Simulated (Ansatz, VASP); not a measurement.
One calculation of Lu, two programs

```
Lu
1.0
     3.47365    0.00000    0.00000
    -1.73682    3.00827    0.00000
     0.00000    0.00000   11.13282
Lu
4
Direct
  0.00000 0.00000 0.00000
  0.00000 0.00000 0.50000
  0.33333 0.66667 0.25000
  0.66667 0.33333 0.75000
```

Alike in both runs: task single point; functional PBE; k mesh 10 × 10 × 3; occupations fermi-dirac, width 0.1 eV; no spin polarisation.

|  | VASP | Ansatz |
| --- | --- | --- |
| version | VASP 6.6.1 | Ansatz 0.2.0 |
| potentials or method | VASP PAW PBE potentials, release 64 (Lu), cutoff 520 eV | all-electron LAPW, scalar-relativistic |

|  | VASP | Ansatz | Ansatz less VASP |
| --- | --- | --- | --- |
| pressure (GPa) | 0.0 | 0.0 | -0.05 |

Ansatz ran all-electron here, and VASP with PAW potentials.

Neither program's run includes spin-orbit coupling.
